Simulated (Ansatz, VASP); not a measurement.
## Ag in VASP and in Ansatz

```
Ag
1.0
     0.00000    2.07708    2.07708
     2.07708    0.00000    2.07708
     2.07708    2.07708    0.00000
Ag
1
Direct
  0.00000 0.00000 0.00000
```

Alike in both runs: task single point; functional PBE; k mesh 8 × 8 × 8; occupations gaussian, width 0.05 eV; no spin polarisation.

```csv
,VASP,Ansatz
version,VASP 6.6.1,Ansatz 0.2.0
potentials or method,"VASP PAW PBE potentials, release 64 (Ag), cutoff 520 eV","scalar-relativistic, plane waves, PAW"
valence electrons in the cell,11,19
```

|  | VASP | Ansatz | Ansatz less VASP |
| --- | --- | --- | --- |
| gap on the k mesh at the Fermi level (eV) | none | none | - |
| pressure (GPa) | 0.1 | 0.1 | +0.06 |

A gap of «none» marks a metal or a gap that the smearing closes. VASP's potentials hold 11 valence electrons a cell and Ansatz's 19, so a difference there can come from the potentials and not from the codes.
